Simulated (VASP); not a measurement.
Here is a VASP 6.6.1 calculation.

INCAR

```
  ALGO = Normal
  EDIFF = 1E-6
  ENCUT = 520
  GGA = PE
  ISIF = 2
  ISMEAR = 0
  LASPH = True
  LCHARG = True
  LELF = True
  LREAL = False
  LVHAR = True
  LWAVE = False
  NBANDS = 21
  NELM = 100
  PREC = Accurate
  SIGMA = 0.1
```

KPOINTS

```
k-points
0
Gamma
  6 6 4
```

File POSCAR:

```
WC3
1.0
    2.5433957733     -0.0000000025      0.0000000000
   -1.2716978845      2.2026453528      0.0000000000
    0.0000000000      0.0000000000     10.1344515454
W C
1 3
Direct
    0.0000000000      0.0000000000      0.5063739466
    0.0000000000      0.0000000000      0.3021358789
    0.3333333333      0.6666666667      0.9663894872
    0.6666666667      0.3333333333      0.9663894872
```

Potentials or basis: VASP PAW PBE potentials, release 64 (W_sv, C).

Run with:

```sh
$ cat potpaw_PBE.64/W_sv/POTCAR potpaw_PBE.64/C/POTCAR > POTCAR
$ mpirun -np 1 vasp_std > vasp.out
```

(1) Predict the pressure.

(2) Estimate the band gap on the k mesh.

(3) Predict the largest force.

Results:

(1) 0.7 GPa.

(2) zero (bands 13 and 14 overlap by 0.24 eV).

(3) 0.043 eV/Å.

Caveat: the k points lie up to 0.48 Å⁻¹ apart; spin-orbit coupling is left out, which moves the levels of the heavy elements.
